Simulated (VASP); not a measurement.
Write the native input for VASP 6.6.1 that does the following.

```yaml
Task: single point
Functional: r2SCAN
Potentials_or_basis: VASP PAW PBE potentials, release 64 (Sb)
Cutoff: 520 eV
k_mesh: 14 × 14 × 14
Occupations: gaussian, width 0.1 eV
Spin: no spin polarisation
Dipole_correction: no
Further_INCAR_settings: ALGO = Normal; EDIFF = 1e-06; NBANDS = 8
```

The system is Sb.

```
CELL_PARAMETERS angstrom
3.11810 0.00000 0.00000
0.00000 3.11810 0.00000
0.00000 0.00000 3.11810
ATOMIC_POSITIONS crystal
Sb 0.00000 0.00000 0.00000
```

This cell differs from its parent crystal: volume scaled by 1.03.

One way to write it, as run:

POSCAR

```
Sb
1.0
    3.1181039837      0.0000000000      0.0000000000
    0.0000000000      3.1181039837      0.0000000000
    0.0000000000      0.0000000000      3.1181039837
Sb
1
Direct
    0.0000000000      0.0000000000      0.0000000000
```

INCAR.step1

```
PREC = Accurate ; ENCUT = 520
ISMEAR = 0 ; SIGMA = 0.1
LREAL = F ; LASPH = T
NELM = 60 ; NBANDS = 8
GGA = PE ; ALGO = Normal
EDIFF = 1E-4 ; LWAVE = T
LCHARG = F
```

INCAR.step2

```
PREC = Accurate ; ENCUT = 520
EDIFF = 1E-6 ; ISMEAR = 0
SIGMA = 0.1 ; LREAL = F
LASPH = T ; NELM = 60
ALGO = Normal ; ISIF = 2
LWAVE = F ; LCHARG = T
METAGGA = R2SCAN ; LMIXTAU = T
LELF = T ; LVHAR = T
NBANDS = 8 ; ISTART = 1
```

KPOINTS

```
regular mesh
0
Gamma
  14 14 14
```

Potentials or basis: VASP PAW PBE potentials, release 64 (Sb).

Launch:

```bash
$ cat potpaw_PBE.64/Sb/POTCAR > POTCAR
$ cp INCAR.step1 INCAR
$ mpirun -np 1 vasp_std > vasp.out
$ cp INCAR.step2 INCAR
$ mpirun -np 1 vasp_std > vasp.out
```

It gave:

* Pressure: -1.6 GPa

Caveat: the PAW data sets were made with another functional, which shifts forces and pressure a little.

Run time: 18 s on 1 thread of Intel(R) Xeon(R) 6975P-C (Granite Rapids), on a shared host, peak memory 0.16 GiB.
